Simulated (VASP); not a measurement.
**InSe: single point with PBE+D4**

InSe:

```
CELL_PARAMETERS angstrom
4.08949 0.00000 0.00000
-2.04475 3.54161 0.00000
0.00000 0.00000 19.80121
ATOMIC_POSITIONS crystal
In 0.33333 0.66667 0.17861
In 0.66667 0.33333 0.67861
In 0.33333 0.66667 0.32139
In 0.66667 0.33333 0.82139
Se 0.33333 0.66667 0.61434
Se 0.66667 0.33333 0.11434
Se 0.33333 0.66667 0.88566
Se 0.66667 0.33333 0.38566
```

```
Program             : VASP 6.6.1
Task                : single point
Functional          : PBE
Dispersion          : D4
Potentials or basis : VASP PAW PBE potentials, release 64 (In_d, Se)
Cutoff              : 500 eV
k mesh              : 12 × 12 × 2
Occupations         : gaussian, width 0.02 eV
Spin                : no spin polarisation
```

```json
{
  "Pressure": "-1.3 GPa",
  "Largest force": "0.064 eV/Å",
  "Band gap on the k mesh": "1.01 eV (least direct gap 1.02 eV)",
  "Dispersion energy per atom": "-0.264 eV"
}
```

Forces in eV/Å, atoms in the order of the input:
```
In   0.000  0.000  0.064
In   0.000  0.000  0.064
In   0.000  0.000 -0.064
In   0.000  0.000 -0.064
Se   0.000  0.000  0.019
Se   0.000  0.000  0.019
Se   0.000  0.000 -0.019
Se   0.000  0.000 -0.019
```

Stress tensor (GPa, compression positive):
```
-1.31  0.00  0.00
 0.00 -1.31  0.00
 0.00  0.00 -1.22
```

Levels at points of the mesh, in eV from the valence-band top:
```
           k point  band 36  band 37  band 38  band 39  band 40  band 41
(0.00, 0.00, 0.00)    -0.70    -0.46    -0.01     1.01     1.43     2.41
(0.50, 0.00, 0.00)    -1.59    -1.13    -1.04     1.90     2.00     2.07
(0.00, 0.00, 0.50)    -0.71    -0.26    -0.26     1.24     1.24     2.43
(0.50, 0.00, 0.50)    -1.60    -1.09    -1.09     1.98     1.98     2.08
```

Wall time 8.1 min on 1 thread of Intel(R) Xeon(R) Platinum 8259CL CPU @ 2.50GHz (Skylake/Cascade Lake), on a shared host, peak memory 0.58 GiB.

Caveat: spin-orbit coupling is left out, which moves the levels of the heavy elements. A hybrid or GW would open this gap; PBE tends to underestimate it.
